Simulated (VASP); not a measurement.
A run of VASP 6.6.1 is set up as follows.

File POSCAR:

```
Os
1.0
    2.7311829517      0.0000000000      0.0000000000
   -1.3655914758      2.3652738185      0.0000000000
    0.0000000000      0.0000000000      4.2815655154
Os
2
Direct
    0.6666666667      0.3333333333      0.7500000000
    0.3333333333      0.6666666667      0.2500000000
```

Contents of INCAR.step1:

```
PREC     = Accurate       # precision mode
ENCUT    = 520            # plane-wave cutoff, eV
EDIFF    = 1E-5           # SCF threshold, eV
ISMEAR   = -1             # smearing method
SIGMA    = 0.05           # smearing width, eV
LREAL    = False          # projectors in reciprocal space
LASPH    = True           # aspherical terms in the spheres
NELM     = 100            # most SCF steps
ALGO     = Normal         # electronic algorithm
ISIF     = 2              # what is computed and relaxed
LWAVE    = True           # write WAVECAR
LCHARG   = False          # write CHGCAR
NBANDS   = 15             # bands
GGA      = PE             # functional
```

Contents of INCAR.step2:

```
PREC     = Accurate       # precision mode
ENCUT    = 520            # plane-wave cutoff, eV
EDIFF    = 1E-6           # SCF threshold, eV
ISMEAR   = -1             # smearing method
SIGMA    = 0.05           # smearing width, eV
LREAL    = False          # projectors in reciprocal space
LASPH    = True           # aspherical terms in the spheres
NELM     = 100            # most SCF steps
ALGO     = Normal         # electronic algorithm
ISIF     = 2              # what is computed and relaxed
LWAVE    = False          # write WAVECAR
LCHARG   = False          # write CHGCAR
GGA      = PE             # functional
LHFCALC  = True           # exact exchange
HFSCREEN = 0.2079         # screening, 1/A
PRECFOCK = Normal       
NBANDS   = 15             # bands
ISTART   = 1
```

File KPOINTS:

```
Automatic mesh
0
Gamma
  6 6 3
```

Potentials or basis: VASP PAW PBE potentials, release 64 (Os).

Run with:

```bash
$ cat potpaw_PBE.64/Os/POTCAR > POTCAR
$ cp INCAR.step1 INCAR
$ mpirun -np 1 vasp_std > vasp.out
$ cp INCAR.step2 INCAR
$ mpirun -np 1 vasp_std > vasp.out
```

Task: What does it give for the band gap on the k mesh?

Result: Zero (bands 8 and 9 overlap by 4.50 eV).

Task: What does it give for the pressure?

Result: 1.5 GPa.

Stress tensor (GPa, compression positive):
```
1.47 0.00 0.00
0.00 1.47 0.00
0.00 0.00 1.70
```

Caveat: the k points lie up to 0.49 Å⁻¹ apart, too coarse for converged energies and pressures of a metal; the PAW data sets were made with another functional, which shifts forces and pressure a little; spin-orbit coupling is left out, which moves the levels of the heavy elements.
